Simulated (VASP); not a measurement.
# GaSb3 (Imm2) in VASP: single point with PBE

Aim: the single point of GaSb3 with PBE.

All numbers are computed with VASP 6.6.1; they aren't measurements. Logs are shortened: lines on timing, memory, paths and dates and some standing lists are left out, and cuts for length are marked.

### 1 The cell of the first run

Symmetry: Imm2, No. 44, orthorhombic system. The conventional cell has a = 5.276 Å, b = 5.276 Å, c = 7.461 Å, α = 90.00°, β = 90.00°, γ = 90.00°. Within 4.2 Å of Ga (site symmetry mm2) lie 14 Sb at 3.18 to 3.73 Å. Sb (site symmetry mm2) has 4 Ga at 3.23 Å and 10 Sb at 3.23 to 3.82 Å within 4.3 Å. Within 4.2 Å of Sb (site symmetry mm2) lie 4 Ga at 3.18 to 3.28 Å and 10 Sb at 3.18 to 3.82 Å. Within 4.2 Å of Sb (site symmetry mm2) lie 8 Sb at 3.18 to 3.28 Å and 6 Ga at 3.73 Å.

### 2 Single point, PBE (one atom moved)

INCAR reads:

```
ALGO = Normal ; EDIFF = 1E-6
ENCUT = 520 ; GGA = PE
ISIF = 2 ; ISMEAR = 0
LASPH = T ; LCHARG = F
LREAL = F ; LWAVE = F
NBANDS = 22 ; NELM = 60
PREC = Accurate ; SIGMA = 0.1
```

KPOINTS reads:

```
k-points
0
Gamma
  8 8 8
```

POSCAR reads:

```
GaSb3
1.0
    0.0000000000      3.7305950000      3.7305950000
    3.7305950000      0.0000000000      3.7305950000
    3.7305950000      3.7305950000      0.0000000000
Ga Sb
1 3
Direct
    0.0000000000      0.0000000000      0.0000000000
    0.2500000000      0.2500000000      0.2500000000
    0.7620624190      0.7620624190      0.7379375810
    0.5000000000      0.5000000000      0.5000000000
```

Potentials or basis: VASP PAW PBE potentials, release 64 (Ga_d, Sb).

Run with:

```
> cat potpaw_PBE.64/Ga_d/POTCAR potpaw_PBE.64/Sb/POTCAR > POTCAR
> mpirun -np 1 vasp_std > vasp.out
```

OUTCAR:

```text
EDIFF = 1E-6
   ENCUT = 520
   GGA = PE
   ISIF = 2
   ISMEAR = 0
   LASPH = T
   LREAL = F
   NELM = 60
   PREC = Accurate

 ion  position               nearest neighbor table
   1  0.000  0.000  0.000-   3 3.18   3 3.18   2 3.23   2 3.23   2 3.23   2 3.23   3 3.28   3 3.28

   2  0.250  0.250  0.250-   1 3.23   1 3.23   1 3.23   1 3.23   4 3.23   4 3.23   4 3.23   4 3.23
                             3 3.64   3 3.73   3 3.73   3 3.73   3 3.73
   3  0.762  0.762  0.738-   4 3.18   4 3.18   1 3.18   1 3.18   1 3.28   1 3.28   4 3.28   4 3.28
                             2 3.64   2 3.73   2 3.73   2 3.73   2 3.73
   4  0.500  0.500  0.500-   3 3.18   3 3.18   2 3.23   2 3.23   2 3.23   2 3.23   3 3.28   3 3.28

  LATTYP: Found a face centered cubic cell.
 ALAT       =     7.4611900000

  Lattice vectors:

 A1 = (   0.0000000000,   3.7305950000,   3.7305950000)
 A2 = (   3.7305950000,   0.0000000000,   3.7305950000)
 A3 = (   3.7305950000,   3.7305950000,   0.0000000000)

Analysis of symmetry for initial positions (statically):
=====================================================================
 Subroutine PRICEL returns:
 Original cell was already a primitive cell.

 Routine SETGRP: Setting up the symmetry group for a
 face centered cubic supercell.

 Subroutine GETGRP returns: Found  4 space group operations
 (whereof  4 operations were pure point group operations)
 out of a pool of 48 trial point group operations.

The static configuration has the point symmetry C_2v.

Analysis of symmetry for dynamics (positions and initial velocities):
=====================================================================
 Subroutine PRICEL returns:
 Original cell was already a primitive cell.

 Routine SETGRP: Setting up the symmetry group for a
 face centered cubic supercell.

 Subroutine GETGRP returns: Found  4 space group operations
 (whereof  4 operations were pure point group operations)
 out of a pool of 48 trial point group operations.

The dynamic configuration has the point symmetry C_2v.

 Subroutine INISYM returns: Found  4 space group operations
 (whereof  4 operations are pure point group operations),
 and found     1 'primitive' translations

----------------------------------------------------------------------------------------

                                     Primitive cell

  volume of cell :     103.8399

  direct lattice vectors                    reciprocal lattice vectors
     0.000000000  3.730595000  3.730595000    -0.134026878  0.134026878  0.134026878
     3.730595000  0.000000000  3.730595000     0.134026878 -0.134026878  0.134026878
     3.730595000  3.730595000  0.000000000     0.134026878  0.134026878 -0.134026878

  length of vectors
     5.275858045  5.275858045  5.275858045     0.232141362  0.232141362  0.232141362

  position of ions in fractional coordinates (direct lattice)
     0.000000000  0.000000000  0.000000000
     0.250000000  0.250000000  0.250000000
     0.762062419  0.762062419  0.737937581
     0.500000000  0.500000000  0.500000000

  ion indices of the primitive-cell ions
   primitive index   ion index
                 1           1
                 2           2
                 3           3
                 4           4

----------------------------------------------------------------------------------------

 KPOINTS: k-points

Automatic generation of k-mesh.
 Grid dimensions read from file:
 generate k-points for:    8    8    8

 Generating k-lattice:

  Cartesian coordinates                     Fractional coordinates (reciprocal lattice)
    -0.016753360  0.016753360  0.016753360     0.125000000  0.000000000  0.000000000
     0.016753360 -0.016753360  0.016753360     0.000000000  0.125000000  0.000000000
     0.016753360  0.016753360 -0.016753360     0.000000000  0.000000000  0.125000000

  Length of vectors
     0.029017670  0.029017670  0.029017670

  Shift w.r.t. Gamma in fractional coordinates (k-lattice)
     0.000000000  0.000000000  0.000000000

 Subroutine IBZKPT returns following result:
 ===========================================

 Found     95 irreducible k-points:

 Following reciprocal coordinates:
            Coordinates               Weight
  0.000000  0.000000  0.000000      1.000000
  0.125000  0.000000  0.000000      4.000000
  0.000000  0.000000  0.125000      4.000000
  0.250000  0.000000  0.000000      4.000000
  0.000000  0.000000  0.250000      4.000000
  0.375000  0.000000  0.000000      4.000000
[... 16 lines left out ...]
  0.125000  0.125000 -0.375000      4.000000
 -0.375000  0.125000  0.000000      4.000000
 [... further k-points ...]
   k-points           NKPTS =     95   k-points in BZ     NKDIM =     95   number of bands    NBANDS=     22
   number of dos      NEDOS =    301   number of ions     NIONS =      4
   total plane-waves  NPLWV =  64000
   dimension x,y,z NGX =    40 NGY =   40 NGZ =   40
   dimension x,y,z NGXF=    80 NGYF=   80 NGZF=   80
   ions per type =               1   3
   NGX,Y,Z   is equivalent  to a cutoff of  12.60, 12.60, 12.60 a.u.
   NGXF,Y,Z  is equivalent  to a cutoff of  25.21, 25.21, 25.21 a.u.
 SYSTEM =  unknown system
   PREC   = accura    normal or accurate (medium, high low for compatibility)
   ISTART =      0    job   : 0-new  1-cont  2-samecut
   ICHARG =      2    charge: 1-file 2-atom 10-const
   ISPIN  =      1    spin polarized calculation?
   LNONCOLLINEAR =      F non collinear calculations
   LSORBIT =      F    spin-orbit coupling
   LASPH  =      T    aspherical Exc in radial PAW
   ENCUT  =  520.0 eV  38.22 Ry    6.18 a.u.   9.81  9.81  9.81*2*pi/ulx,y,z
   NELM   =     60;   NELMIN=  2; NELMDL= -5     # of ELM steps
   EDIFF  = 0.1E-05   stopping-criterion for ELM
   LREAL  =      F    real-space projection
   EDIFFG = 0.1E-04   stopping-criterion for IOM
   NSW    =      0    number of steps for IOM
   IBRION =     -1    ionic relax: 0-MD 1-quasi-New 2-CG
   NFREE  =      0    steps in history (QN), initial steepest desc. (CG)
   ISIF   =      2    stress and relaxation
   ISYM   =      2    0-nonsym 1-usesym 2-fastsym
   POTIM  = 0.5000    time-step for ionic-motion
   TEBEG  =    0.0;   TEEND  =   0.0 temperature during run
   PSTRESS=    0.0 pullay stress
   NELECT =      28.0000    total number of electrons
   NUPDOWN=      -1.0000    fix difference up-down
   EMIN   =  10.00;   EMAX   =-10.00  energy-range for DOS
   EFERMI =   0.00;   METHOD = LEGACY
   ISMEAR =     0;   SIGMA  =   0.10  broadening in eV -4-tet -1-fermi 0-gaus
   EFERMI_NEDOS =   21; number of points for ismear=-14 and -15
   IALGO  =     38    algorithm
   IMIX   =      4    mixing-type and parameters
     AMIX     =   0.40;   BMIX     =  1.00
     AMIX_MAG =   1.60;   BMIX_MAG =  1.00
  volume/ion in A,a.u.               =      25.96       175.19
  Fermi-wavevector in a.u.,A,eV,Ry     =   1.057644  1.998657 15.219617  1.118610
  Thomas-Fermi vector in A             =   2.192924
   LORBIT       =      0    0 simple, 1 ext, 2 COOP (PROOUT), +10 PAW based schemes
   GGA     = PE    functional components
   LHFCALC =     F    Hartree Fock is set to
   AEXX    =    0.0000 exact exchange contribution
   IVDW    =     0    specifies the selected vdW correction
   LEPSILON=     F    determine dielectric tensor
   LRPA    =     F    only Hartree local field effects (RPA)
 non-spin polarized calculation
 Gauss-broadening in eV      SIGMA  =   0.10
  energy-cutoff  :      520.00
  volume of cell :      103.84
 maximum number of plane-waves:      2826
   NGX = 19   NGY = 19   NGZ = 19

 number of electron      28.0000014 magnetization

 Free energy of the ion-electron system (eV)
  ---------------------------------------------------
  ext. energy  EPLUGINS =         0.00000000
  ---------------------------------------------------
  free energy    TOTEN  =       -14.54460161 eV

  energy without entropy =      -14.53135131  energy(sigma->0) =      -14.53797646

 E-fermi :   7.5145     XC(G=0): -10.1908

 val. band max:        7.5063358145   @ k =   0.1250  -0.2500   0.3750
 cond. band min:       7.5164622391   @ k =   0.3750   0.1250  -0.2500
 fundamental gap:      0.0101264246
 Fermi energy:         7.5144601512

 k-point     1 :       0.0000    0.0000    0.0000
  band No.  band energies     occupation
      1      -7.3360      2.00000
      2      -7.3357      2.00000
      3      -7.3350      2.00000
      4      -7.3230      2.00000
      5      -7.3226      2.00000
      6      -4.9904      2.00000
[... 14 lines left out ...]
     21      14.1658      0.00000
     22      14.2138      0.00000

 k-point     2 :       0.1250    0.0000    0.0000
  band No.  band energies     occupation
      1      -7.3365      2.00000
      2      -7.3355      2.00000
      3      -7.3347      2.00000
      4      -7.3231      2.00000
      5      -7.3227      2.00000
      6      -4.8694      2.00000
[... 14 lines left out ...]
     21      13.1491      0.00000
     22      13.9268      0.00000

 k-point     3 :       0.0000    0.0000    0.1250
  band No.  band energies     occupation
      1      -7.3362      2.00000
      2      -7.3353      2.00000
      3      -7.3351      2.00000
      4      -7.3231      2.00000
      5      -7.3227      2.00000
      6      -4.8721      2.00000
[... 14 lines left out ...]
     21      13.1931      0.00000
     22      13.8979      0.00000

 k-point     4 :       0.2500    0.0000    0.0000
  band No.  band energies     occupation
      1      -7.3384      2.00000
      2      -7.3347      2.00000
      3      -7.3339      2.00000
      4      -7.3233      2.00000
      5      -7.3231      2.00000
      6      -4.5100      2.00000
[... 14 lines left out ...]
     21      12.6089      0.00000
     22      13.0518      0.00000

 k-point     5 :       0.0000    0.0000    0.2500
  band No.  band energies     occupation
      1      -7.3377      2.00000
      2      -7.3346      2.00000
      3      -7.3346      2.00000
      4      -7.3233      2.00000
      5      -7.3227      2.00000
      6      -4.5229      2.00000
[... 14 lines left out ...]
     21      12.6030      0.00000
     22      13.0278      0.00000

 k-point     6 :       0.3750    0.0000    0.0000
  band No.  band energies     occupation
      1      -7.3405      2.00000
      2      -7.3339      2.00000
      3      -7.3333      2.00000
      4      -7.3234      2.00000
      5      -7.3233      2.00000
      6      -3.9339      2.00000
[... 14 lines left out ...]
     21      11.9266      0.00000
     22      14.3555      0.00000

 k-point     7 :       0.0000    0.0000    0.3750
  band No.  band energies     occupation
      1      -7.3396      2.00000
      2      -7.3340      2.00000
      3      -7.3339      2.00000
      4      -7.3235      2.00000
      5      -7.3227      2.00000
      6      -3.9776      2.00000
[... 324 lines left out ...]
      6      -3.4019      2.00000
[... 14 lines left out ...]
     21      12.5556      0.00000
     22      14.9082      0.00000

 k-point    21 :       0.0000    0.5000    0.1250
  band No.  band energies     occupation
      1      -7.3405      2.00000
      2      -7.3341      2.00000
      3      -7.3330      2.00000
      4      -7.3240      2.00000
      5      -7.3232      2.00000
      6      -3.3963      2.00000
[... 14 lines left out ...]
     21      12.5369      0.00000
     22      14.9263      0.00000

 k-point    22 :       0.1250    0.0000    0.5000
  band No.  band energies     occupation
      1      -7.3398      2.00000
      2      -7.3345      2.00000
      3      -7.3334      2.00000
      4      -7.3240      2.00000
      5      -7.3226      2.00000
      6      -3.5017      2.00000
[... 14 lines left out ...]
     21      12.6152      0.00000
     22      14.9145      0.00000

 k-point    23 :       0.1250    0.1250   -0.3750
  band No.  band energies     occupation
      1      -7.3398      2.00000
      2      -7.3345      2.00000
      3      -7.3333      2.00000
      4      -7.3234      2.00000
      5      -7.3233      2.00000
      6      -3.4991      2.00000
[... 14 lines left out ...]
     21      12.5998      0.00000
     22      14.9275      0.00000

 k-point    24 :      -0.3750    0.1250    0.0000
  band No.  band energies     occupation
      1      -7.3402      2.00000
      2      -7.3347      2.00000
      3      -7.3328      2.00000
      4      -7.3236      2.00000
      5      -7.3235      2.00000
      6      -3.6016      2.00000
[... 14 lines left out ...]
     21      12.2669      0.00000
     22      14.7446      0.00000

 [... further k-points ...]
[... 5 lines left out ...]
  --------------------------------------------------------------------------------------
  -------------------------------------------------------------------------------------
  Total       -0.6172619     -0.6172619     -0.6256716     -0.1234231      0.0000000      0.0000000
  in kB       -9.5239209     -9.5239209     -9.6536759     -1.9043323      0.0000000      0.0000000
  external PRESSURE =      -9.5671725 kB  Pullay stress =       0.0000000 kB

 VOLUME and BASIS-vectors are now :
 -----------------------------------------------------------------------------
  energy-cutoff  :      520.00
  volume of cell :      103.84
      direct lattice vectors                 reciprocal lattice vectors
     0.000000000  3.730595000  3.730595000    -0.134026878  0.134026878  0.134026878
     3.730595000  0.000000000  3.730595000     0.134026878 -0.134026878  0.134026878
     3.730595000  3.730595000  0.000000000     0.134026878  0.134026878 -0.134026878

 POSITION                                       TOTAL-FORCE (eV/Angst)
 -----------------------------------------------------------------------------------
      0.00000      0.00000      0.00000         0.000000      0.000000      0.015272
      1.86530      1.86530      1.86530        -0.000000     -0.000000      0.109739
      5.59589      5.59589      5.68589        -0.000000     -0.000000     -0.188265
      3.73060      3.73060      3.73060        -0.000000     -0.000000      0.063254
 -----------------------------------------------------------------------------------
    total drift:                               -0.000000     -0.000000      0.000049

  FREE ENERGIE OF THE ION-ELECTRON SYSTEM (eV)
  ---------------------------------------------------
  free  energy   TOTEN  =       -14.5446016085 eV

  energy  without entropy=      -14.5313513058  energy(sigma->0) =      -14.53797646
```

Run time: 2.4 min. Hardware: 1 thread of AMD EPYC 7R13 (Zen 3), shared host; peak memory 0.34 GiB.

What came out:

```yaml
Free_energy: -14.5446 eV
Pressure: -1.0 GPa
Largest_force: 0.188 eV/Å
Band_gap_on_the_k_mesh: zero (bands 14 and 15 overlap by 3.62 eV)
```

Forces on the atoms (eV/Å):
```
Ga   0.000  0.000  0.015
Sb   0.000  0.000  0.110
Sb   0.000  0.000 -0.188
Sb   0.000  0.000  0.063
```

Caveat: the cell differs from its parent crystal (one atom moved); spin-orbit coupling is left out, which moves the levels of the heavy elements.
